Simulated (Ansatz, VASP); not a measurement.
## ZrAl2N3 in VASP and in Ansatz

File INCAR:

```
ALGO = Normal
EDIFF = 1E-7
ENCUT = 520
GGA = PE
ISIF = 2
ISMEAR = 0
LASPH = T
LCHARG = T
LELF = T
LREAL = F
LVHAR = T
LWAVE = F
NBANDS = 45
NELM = 80
PREC = Accurate
SIGMA = 0.1
```

Contents of KPOINTS:

```
k-points
0
Gamma
  6 6 1
```

The input POSCAR:

```
ZrAl2N3
1.0
    3.3622498900      0.0000000000      0.0000000000
   -1.6811249500      2.9117938200      0.0000000000
    0.0000000000      0.0000000000     16.1400854600
Zr Al N
2 4 6
Direct
    0.3333333300      0.6666666700      0.0000000000
    0.6666666700      0.3333333300      0.5000000000
    0.3333333300      0.6666666700      0.3333333300
    0.3333333300      0.6666666700      0.6666666700
    0.6666666700      0.3333333300      0.1666666700
    0.6666666700      0.3333333300      0.8333333300
    0.3333333300      0.6666666700      0.1283333300
    0.3333333300      0.6666666700      0.4616666600
    0.3333333300      0.6666666700      0.7950000000
    0.6666666700      0.3333333300      0.2950000000
    0.6666666700      0.3333333300      0.6283333300
    0.6666666700      0.3333333300      0.9616666600
```

Input for Ansatz:

```yaml
crystal:
  lattice:
    - [3.36224989, 0.0, 0.0]
    - [-1.68112495, 2.91179382, 0.0]
    - [0.0, 0.0, 16.14008546]
  atoms:
    - { symbol: Zr, position: [0.33333333, 0.66666667, 0.0] }
    - { symbol: Zr, position: [0.66666667, 0.33333333, 0.5] }
    - { symbol: Al, position: [0.33333333, 0.66666667, 0.33333333] }
    - { symbol: Al, position: [0.33333333, 0.66666667, 0.66666667] }
    - { symbol: Al, position: [0.66666667, 0.33333333, 0.16666667] }
    - { symbol: Al, position: [0.66666667, 0.33333333, 0.83333333] }
    - { symbol: "N", position: [0.33333333, 0.66666667, 0.12833333] }
    - { symbol: "N", position: [0.33333333, 0.66666667, 0.46166666] }
    - { symbol: "N", position: [0.33333333, 0.66666667, 0.795] }
    - { symbol: "N", position: [0.66666667, 0.33333333, 0.295] }
    - { symbol: "N", position: [0.66666667, 0.33333333, 0.62833333] }
    - { symbol: "N", position: [0.66666667, 0.33333333, 0.96166666] }
basis:
  ecutwfc: 420
kpoints:
  mp_grid: { grid: [6, 6, 1] }
hamiltonian:
  xc: pbe
scf:
  occupations: { method: gaussian, width: 0.1 }
  lower_state_search: "off"
output:
  forces: true
  stress: true
  eigenvalues: true
```

Alike in both runs: task single point; functional PBE; k mesh 6 × 6 × 1; occupations gaussian, width 0.1 eV; no spin polarisation.

|  | VASP | Ansatz |
| --- | --- | --- |
| version | VASP 6.6.1 | Ansatz 0.2.0 |
| potentials or method | VASP PAW PBE potentials, release 64 (Zr_sv, Al, N), cutoff 520 eV | scalar-relativistic, plane waves, PAW |
| valence electrons in the cell | 66 | 66 |

Ansatz gave:

```
gap on the k mesh at the Fermi level (eV)                     : none
pressure (GPa)                                                : -4.5
traceless stress, the component that is largest in VASP (GPa) : 0.73
rms of the force components (eV/Å)                            : 0.980
```

**Question.** What did VASP give for the same quantities?

**Answer.** gap on the k mesh at the Fermi level (eV): none; pressure (GPa): -4.5; traceless stress, the component that is largest in VASP (GPa): 0.70; rms of the force components (eV/Å): 0.988.

Atom by atom the forces differ by 0.009 eV/Å (rms over components). A gap of «none» marks a metal or a gap that the smearing closes.

The k mesh is coarse, so the values compare programs but aren't converged.
